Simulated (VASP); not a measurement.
Input of a VASP 6.6.1 run:

The input POSCAR:

```
Ga
1.0
    5.2826855357      0.0000000000      0.0000000000
    0.0000000000      5.2826855357      0.0000000000
    0.0000000000      0.0000000000      5.2826855357
Ga
8
Direct
    1.0000000000      0.0000000000      0.0000000000
    0.5000000000      0.5000000000      0.5000000000
    0.2500000000      1.0000000000      0.5000000000
    0.7500000000      1.0000000000      0.5000000000
    0.5000000000      0.2500000000      0.0000000000
    0.5000000000      0.7500000000      1.0000000000
    0.0000000000      0.5000000000      0.2500000000
    1.0000000000      0.5000000000      0.7500000000
```

Contents of INCAR.step1:

```
SYSTEM = Ga
  ALGO = Normal
  EDIFF = 1E-4
  ENCUT = 520
  GGA = PE
  ISMEAR = -1
  LASPH = .True.
  LCHARG = .False.
  LREAL = .False.
  LWAVE = .True.
  NBANDS = 62
  NELM = 80
  PREC = Accurate
  SIGMA = 0.1
```

Contents of INCAR.step2:

```
SYSTEM = Ga
  ALGO = Normal
  EDIFF = 1E-7
  ENCUT = 520
  ISIF = 2
  ISMEAR = -1
  ISTART = 1
  LASPH = .True.
  LCHARG = .False.
  LMIXTAU = .True.
  LREAL = .False.
  LWAVE = .False.
  METAGGA = R2SCAN
  NBANDS = 62
  NELM = 80
  PREC = Accurate
  SIGMA = 0.1
```

Contents of KPOINTS:

```
k-points
0
Gamma
  7 7 7
  0 0 0
```

Potentials or basis: VASP PAW PBE potentials, release 64 (Ga_d).

Launch:

```sh
$ cat potpaw_PBE.64/Ga_d/POTCAR > POTCAR
$ cp INCAR.step1 INCAR
$ mpirun -np 1 vasp_std > vasp.out
$ cp INCAR.step2 INCAR
$ mpirun -np 1 vasp_std > vasp.out
```

Estimate the band gap on the k mesh.

zero (bands 52 and 53 overlap by 3.77 eV).

Predict the pressure.

-0.4 GPa.

Caveat: the PAW data sets were made with another functional, which shifts forces and pressure a little.
